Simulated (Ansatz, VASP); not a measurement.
**Two plane-wave programs on Mg3Te**

File INCAR:

```
SYSTEM = Mg3Te
ALGO = Normal
EDIFF = 1E-6
EDIFFG = -0.04
ENCUT = 600
GGA = PE
IBRION = 2
ISIF = 3
ISMEAR = 0
LASPH = .TRUE.
LCHARG = .FALSE.
LREAL = .FALSE.
LWAVE = .FALSE.
NELM = 100
NSW = 90
PREC = Accurate
SIGMA = 0.1
```

KPOINTS

```
k-points
0
G
  6 6 2
  0 0 0
```

POSCAR

```
Mg3Te
1.0
    4.6157288600      0.0000000000      0.0000000000
   -2.3078644300      3.9973384500      0.0000000000
    0.0000000000      0.0000000000     10.2724522400
Mg Te
6 2
Direct
    0.3333333300      0.6666666700      0.1357106100
    0.3333333300      0.6666666700      0.8642893900
    0.6666666700      0.3333333300      0.8642893900
    0.6666666700      0.3333333300      0.1357106100
    0.0000000000      0.0000000000      0.0000000000
    0.0000000000      0.0000000000      0.5000000000
    0.0000000000      0.0000000000      0.2336746100
    0.0000000000      0.0000000000      0.7663253900
```

Input for Ansatz:

```yaml
crystal:
  lattice:
    - [4.61572886, 0.0, 0.0]
    - [-2.30786443, 3.99733845, 0.0]
    - [0.0, 0.0, 10.27245224]
  atoms:
    - { symbol: Mg, position: [0.33333333, 0.66666667, 0.13571061] }
    - { symbol: Mg, position: [0.33333333, 0.66666667, 0.86428939] }
    - { symbol: Mg, position: [0.66666667, 0.33333333, 0.86428939] }
    - { symbol: Mg, position: [0.66666667, 0.33333333, 0.13571061] }
    - { symbol: Mg, position: [0.0, 0.0, 0.0] }
    - { symbol: Mg, position: [0.0, 0.0, 0.5] }
    - { symbol: Te, position: [0.0, 0.0, 0.23367461] }
    - { symbol: Te, position: [0.0, 0.0, 0.76632539] }
basis:
  ecutwfc: 420
kpoints:
  mp_grid: { grid: [6, 6, 2] }
hamiltonian:
  xc: pbe
scf:
  occupations: { method: gaussian, width: 0.1 }
  lower_state_search: "off"
output:
  forces: true
  stress: true
  eigenvalues: true
relax:
  adjacent_minimum: "off"
  f_tol: 0.04
  max_steps: 70
  cell: { stress_tol: 0.4 }
```

Alike in both runs: task relaxation of cell and atoms; functional PBE; k mesh 6 × 6 × 2; occupations gaussian, width 0.1 eV; no spin polarisation.

|  | VASP | Ansatz |
| --- | --- | --- |
| version | VASP 6.6.1 | Ansatz 0.2.0 |
| potentials or method | VASP PAW PBE potentials, release 64 (Mg, Te), cutoff 600 eV | scalar-relativistic, plane waves, PAW |
| valence electrons in the cell | 24 | 92 |

```csv
,VASP,Ansatz,Ansatz less VASP
"gap on the k mesh at the Fermi level, each at its own relaxed structure (eV)",none,none,-
relaxed volume (Å³/atom),33.07,32.88,-0.191
relaxed cell length with the largest relative difference (Å),4.960,4.948,-0.0123
```

A gap of «none» marks a metal or a gap that the smearing closes. VASP's potentials hold 24 valence electrons a cell and Ansatz's 92, so a difference there can come from the potentials and not from the codes.

Neither program's run includes spin-orbit coupling. Noted on VASP's run: the volume moved by over 15 % at a fixed basis, so the end points are rough.
